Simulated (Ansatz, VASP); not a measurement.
# Two plane-wave programs on TiO

```xyz
2
Lattice="0.0000 2.2316 2.2316 2.2316 0.0000 2.2316 2.2316 2.2316 0.0000" Properties=species:S:1:pos:R:3 pbc="T T T"
Ti    0.0000    0.0000    0.0000
O     1.1158    1.1158    1.1158
```

Alike in both runs: task relaxation of cell and atoms; functional r2SCAN; k mesh 8 × 8 × 8; occupations gaussian, width 0.1 eV; collinear spin.

```csv
,VASP,Ansatz
version,VASP 6.6.1,Ansatz 0.2.0
potentials or method,"VASP PAW PBE potentials, release 64 (Ti_sv, O), cutoff 600 eV","scalar-relativistic, plane waves, PAW"
valence electrons in the cell,18,18
```

```tsv
	VASP	Ansatz	Ansatz less VASP
gap on the k mesh at the Fermi level, each at its own relaxed structure (eV)	none	none	-
net moment per atom (μB)	0.11	0.11	+0.002
size of the moment on the site where the two differ most (μB)	0.20	0.16	-0.044
relaxed volume (Å³/atom)	12.34	12.23	-0.112
relaxed length of the cell vector where the two differ most in proportion (Å)	3.268	3.258	-0.0099
```

VASP's potentials were made for PBE, not for r2SCAN. Site moments also hang on the region over which each program counts them. A gap of «none» marks a metal or a gap that the smearing closes.
